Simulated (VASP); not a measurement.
Wanted: the native input for a VASP 6.6.1 run.

```yaml
Task: single point
Functional: PBE
Potentials_or_basis: VASP PAW PBE potentials, release 64 (Ru_pv)
Cutoff: 520 eV
k_mesh: 20 × 20 × 20
Occupations: gaussian, width 0.15 eV
Spin: no spin polarisation
Dipole_correction: no
Further_INCAR_settings: ALGO = Normal; EDIFF = 1e-07; NBANDS = 13
```

The structure of Ru lies in POSCAR:

```
Ru
1.0
   -0.1000169121      1.8074484823      1.8074484823
    1.8074484823     -0.1000169121      1.8074484823
    1.8074484823      1.8074484823     -0.1000169121
Ru
1
Direct
    0.0000000000      0.0000000000      0.0000000000
```

One way to write it, as run:

INCAR

```
SYSTEM = Ru
  PREC = Accurate
  ENCUT = 520
  EDIFF = 1E-7
  ISMEAR = 0
  SIGMA = 0.15
  LREAL = .False.
  LASPH = .True.
  NELM = 60
  ALGO = Normal
  ISIF = 2
  LWAVE = .False.
  LCHARG = .False.
  GGA = PE
  NBANDS = 13
```

KPOINTS

```
regular mesh
0
Gamma
  20 20 20
  0 0 0
```

Potentials or basis: VASP PAW PBE potentials, release 64 (Ru_pv).

Launch:

```console
$ cat potpaw_PBE.64/Ru_pv/POTCAR > POTCAR
$ mpirun -np 1 vasp_std > vasp.out
```

Results of the run:

```yaml
Pressure: 32.2 GPa
Band_gap_on_the_k_mesh: zero (band 7 reaches 16.28 eV, above the bottom of band 8 at 12.28 eV)
```

Run time: 56 s on 1 thread of Intel(R) Xeon(R) Platinum 8559C (Emerald Rapids), with other jobs on the host, peak memory 0.22 GiB.
